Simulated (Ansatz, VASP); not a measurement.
# Two plane-wave programs on Fe

POSCAR

```
Fe
1.0
   -2.9100000000      2.9100000000      2.9100000000
    1.4550000000     -1.4550000000      1.4550000000
    1.4550000000      1.4550000000     -1.4550000000
Fe
2
Direct
    0.0000000000      0.0000000000      0.0000000000
    0.5000000000      0.0000000000      0.0000000000
```

The input INCAR.step1:

```
PREC = Accurate
ENCUT = 520
ISMEAR = -1
SIGMA = 0.1
LREAL = False
LASPH = True
NELM = 150
ISPIN = 2
MAGMOM = 4 4
LMAXMIX = 4
NBANDS = 19
GGA = PE
ALGO = Normal
EDIFF = 1E-4
LWAVE = True
LCHARG = False
```

The input INCAR.step2:

```
PREC = Accurate
ENCUT = 520
EDIFF = 1E-6
ISMEAR = -1
SIGMA = 0.1
LREAL = False
LASPH = True
NELM = 150
ALGO = Normal
ISIF = 2
LWAVE = False
LCHARG = False
ISPIN = 2
MAGMOM = 4 4
LORBIT = 11
LMAXMIX = 4
METAGGA = R2SCAN
LMIXTAU = True
NBANDS = 19
ISTART = 1
```

Contents of KPOINTS:

```
regular mesh
0
Gamma
  7 14 14
```

Input for Ansatz:

```yaml
crystal:
  lattice:
    - [-2.91, 2.91, 2.91]
    - [1.455, -1.455, 1.455]
    - [1.455, 1.455, -1.455]
  atoms:
    - { symbol: Fe, position: [0.0, 0.0, 0.0], spin: 4.0 }
    - { symbol: Fe, position: [0.5, 0.0, 0.0], spin: 4.0 }
magnetization:
  spin_polarized: true
hamiltonian:
  xc: r2scan
  pseudopotentials: { kind: paw }
basis:
  ecutwfc: 500
kpoints:
  mp_grid: { grid: [7, 14, 14] }
scf:
  occupations: { method: fermi_dirac, width: 0.1 }
  lower_state_search: "off"
output:
  forces: true
  stress: true
  write_density: true
  write_potential: true
  elf: true
  volumetric_format: npy
```

Alike in both runs: task single point; functional r2SCAN; k mesh 7 × 14 × 14; occupations fermi-dirac, width 0.1 eV; collinear spin.

```csv
,VASP,Ansatz
version,VASP 6.6.1,Ansatz 0.2.0
potentials or method,"VASP PAW PBE potentials, release 64 (Fe), cutoff 520 eV","PAW, plane waves, scalar-relativistic"
valence electrons in the cell,16,32
```

|  | VASP | Ansatz | Ansatz less VASP |
| --- | --- | --- | --- |
| pressure (GPa) | -6.7 | -6.4 | +0.31 |
| net moment per atom (μB) | 2.72 | 2.72 | +0.002 |
| size of the moment on the site where the two differ most (μB) | 2.80 | 2.88 | +0.081 |

VASP's potentials were made for PBE, not for r2SCAN. Site moments also hang on the region over which each program counts them. The functional is the same, so the differences come from potentials, cutoffs and numerics. VASP's potentials hold 16 valence electrons a cell and Ansatz's 32, so a difference there can come from the potentials and not from the codes. Ansatz's warnings: stability check not made.
